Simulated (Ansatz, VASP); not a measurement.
**Sc in VASP and in Ansatz**

```xyz
4
Lattice="5.0616 0.0000 0.0000 -2.5308 4.3835 0.0000 0.0000 0.0000 4.6085" Properties=species:S:1:pos:R:3 pbc="T T T"
Sc    0.0000    0.0000    1.1521
Sc    0.0000    0.0000    3.4564
Sc    0.0000    2.9223    3.4564
Sc    2.5308    1.4612    1.1521
```

Alike in both runs: functional PBEsol; k mesh 6 × 6 × 2; occupations gaussian, width 0.1 eV; no spin polarisation.

Ansatz relaxed the structure, and its values are those at the end. VASP's run is a single point on that final structure, the one shown.

|  | VASP | Ansatz |
| --- | --- | --- |
| version | VASP 6.6.1 | Ansatz 0.2.0 |
| potentials or method | VASP PAW PBE potentials, release 64 (Sc_sv), cutoff 520 eV | scalar-relativistic, plane waves, PAW |
| valence electrons in the cell | 44 | 44 |

|  | VASP | Ansatz | Ansatz less VASP |
| --- | --- | --- | --- |
| gap on the k mesh at the Fermi level (eV) | none | none | - |
| pressure (GPa) | 0.2 | 0.1 | -0.13 |

VASP's potentials were made for PBE, not for PBEsol. A gap of «none» marks a metal or a gap that the smearing closes.

The k mesh is coarse, so the values compare programs but aren't converged.
